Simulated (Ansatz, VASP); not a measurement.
# One calculation of Li2S, two programs

```
CELL_PARAMETERS angstrom
0.00000 2.83485 2.83485
2.83485 0.00000 2.83485
2.83485 2.83485 0.00000
ATOMIC_POSITIONS crystal
Li 0.25000 0.25000 0.25000
Li 0.75000 0.75000 0.75000
S 0.00000 0.00000 0.00000
```

Change from the starting cell: volume scaled by 0.98, crystal datasets.

Alike in both runs: task electric field gradients; functional LDA; k mesh 7 × 7 × 7; occupations fermi-dirac, width 0.02 eV; no spin polarisation.

|  | VASP | Ansatz |
| --- | --- | --- |
| version | VASP 6.6.1 | Ansatz 0.2.0 |
| potentials or method | VASP PAW LDA potentials, release 64 (Li_sv, S), cutoff 650 eV | all-electron PAW with datasets made for the crystal, scalar-relativistic |

```tsv
	VASP	Ansatz	Ansatz less VASP
gap on the k mesh at the Fermi level (eV)	3.31	3.31	+0.001
pressure (GPa)	-2.4	-2.2	+0.16
```

LDA's correlation is that of Perdew and Zunger in VASP and of Perdew and Wang (1992) in Ansatz. Ansatz ran all-electron here, and VASP with PAW potentials.
